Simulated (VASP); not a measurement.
Wanted: the native input for a VASP 6.6.1 run.

```
Task                   : single point
Functional             : PBE
Potentials or basis    : VASP PAW PBE potentials, release 64 (C, Pd)
Cutoff                 : 520 eV
k mesh                 : 2 × 2 × 1
Occupations            : fermi-dirac, width 0.05 eV
Spin                   : no spin polarisation
Dipole correction      : no
Further INCAR settings : LREAL = Auto; ALGO = Normal; EDIFF = 1e-07; NBANDS = 56
```

The structure of PdC18 lies in POSCAR:

```
PdC18
1.0
    7.3980000000      0.0000000000      0.0000000000
   -3.6990000000      6.4068560000      0.0000000000
    0.0000000000      0.0000000000     12.0000000000
C Pd
18 1
Direct
    0.0062301920      0.0053129775      0.0812712921
    0.2285449501      0.1158873283      0.0812933393
    0.0064432121      0.3389924225      0.0797189615
    0.2287966690      0.4492022917      0.0788126116
    0.0059778643      0.6720091661      0.0787955396
    0.2283345973      0.7822228133      0.0797198380
    0.3372303639      0.0044175465      0.0843126248
    0.5610932803      0.1169007952      0.0922610465
    0.3394206648      0.3385478259      0.0808643278
    0.5621120397      0.4494537550      0.0813336084
    0.3389964115      0.6715300099      0.0796881251
    0.5612053485      0.7804513900      0.0842590965
    0.6736946121      0.0042975460      0.0922271111
    0.8975590897      0.1167940368      0.0842683585
    0.6735712164      0.3407370214      0.0842986150
    0.8957761163      0.4496686922      0.0796950821
    0.6726621580      0.6717541480      0.0813046400
    0.8953511702      0.7826614321      0.0808191397
    0.6175550439      0.0605233016      0.2625560424
```

These files were run (other wordings do the same):

INCAR

```
  ALGO = Normal
  EDIFF = 1E-7
  ENCUT = 520
  GGA = PE
  ISIF = 2
  ISMEAR = -1
  LASPH = T
  LCHARG = T
  LELF = T
  LREAL = Auto
  LVHAR = T
  LWAVE = F
  NBANDS = 56
  NELM = 100
  PREC = Accurate
  SIGMA = 0.05
```

KPOINTS

```
k-points
0
Gamma
  2 2 1
```

Potentials or basis: VASP PAW PBE potentials, release 64 (C, Pd).

The run is started by

```bash
$ cat potpaw_PBE.64/C/POTCAR potpaw_PBE.64/Pd/POTCAR > POTCAR
$ mpirun -np 1 vasp_std > vasp.out
```

It gave:

```
Largest force          : 0.018 eV/Å
Band gap on the k mesh : 0.07 eV
```

Caveat: the k points lie up to 0.49 Å⁻¹ apart.

It took 4.7 min on 1 thread of Intel(R) Xeon(R) Platinum 8259CL CPU @ 2.50GHz (Skylake/Cascade Lake), on a shared host, peak memory 0.59 GiB.
